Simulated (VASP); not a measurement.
Set up this calculation in VASP 6.6.1, as the native input.

```
Task                   : electric field gradients
Functional             : LDA
Potentials or basis    : VASP PAW LDA potentials, release 64 (Au_sv_GW)
Cutoff                 : 400 eV
k mesh                 : 14 × 14 × 8
Occupations            : fermi-dirac, width 0.03 eV
Spin                   : no spin polarisation
Dipole correction      : no
Further INCAR settings : ALGO = Normal; EDIFF = 1e-08; NBANDS = 26
```

The structure of Au lies in POSCAR:

```
Au
1.0
    2.9568755643      0.0000000000      0.0000000000
   -1.4784377821      2.5607293545      0.0000000000
    0.0000000000      0.0000000000      4.9757105734
Au
2
Direct
    0.3333333333      0.6666666667      0.7500000000
    0.6666666667      0.3333333333      0.2500000000
```

This isn't the form of Au at room conditions, which is fcc.

One way to write it, as run:

INCAR

```
ALGO = Normal ; EDIFF = 1E-8
ENCUT = 400 ; GGA = CA
GGA_COMPAT = False ; ISIF = 2
ISMEAR = -1 ; LASPH = True
LCHARG = False ; LEFG = True
LREAL = False ; LWAVE = False
NBANDS = 26 ; NELM = 120
PREC = Accurate ; SIGMA = 0.03
```

KPOINTS

```
k-points
0
Gamma
  14 14 8
```

Potentials or basis: VASP PAW LDA potentials, release 64 (Au_sv_GW).

Launch:

```console
$ cat potpaw_LDA.64/Au_sv_GW/POTCAR > POTCAR
$ mpirun -np 1 vasp_std > vasp.out
```

It gave:

```
Pressure                                : -20.0 GPa
Band gap on the k mesh                  : zero (bands 19 and 20 overlap by 6.00 eV)
Largest electric field gradient by atom : Au +11.5 V/Å²
```

Caveat: the cell stands under tension; without QUAD_EFG the Cq values of the log hold for a quadrupole moment of 1 mb, not for the nuclei; spin-orbit coupling is left out, which moves the levels of the heavy elements.

It took 68 s on 1 thread of Intel(R) Xeon(R) 6975P-C (Granite Rapids), on a shared host, peak memory 0.17 GiB.
